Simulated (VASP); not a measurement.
A run of VASP 6.6.1:

Contents of INCAR:

```
PREC = Accurate
ENCUT = 500
EDIFF = 1E-6
ISMEAR = 0
SIGMA = 0.02
LREAL = F
LASPH = T
NELM = 120
ALGO = Normal
ISIF = 2
LWAVE = F
LCHARG = F
GGA = PE
NBANDS = 20
GGA_COMPAT = F
```

File KPOINTS:

```
Automatic mesh
0
Gamma
  9 9 4
```

POSCAR

```
SnSe2
1.0
    3.8718897029      0.0000000000      0.0000000000
   -1.9359448514      3.3531548433      0.0000000000
    0.0000000000      0.0000000000      6.9847678807
Sn Se
1 2
Direct
    0.0000000000      0.0000000000      0.0000000000
    0.6666666667      0.3333333333      0.7717296671
    0.3333333333      0.6666666667      0.2282703329
```

Potentials or basis: VASP PAW PBE potentials, release 64 (Sn_d, Se).

Command:

```sh
$ cat potpaw_PBE.64/Sn_d/POTCAR potpaw_PBE.64/Se/POTCAR > POTCAR
$ mpirun -np 1 vasp_std > vasp.out
```

Hardware: 1 thread of Intel(R) Xeon(R) Platinum 8488C (Sapphire Rapids) (shared host).

Problem. Estimate the wall time of this run.

Solution. Run time: 54 s on 1 thread of Intel(R) Xeon(R) Platinum 8488C (Sapphire Rapids) (shared host), peak memory 0.23 GiB. Counts: scf iterations 12, k points 43.
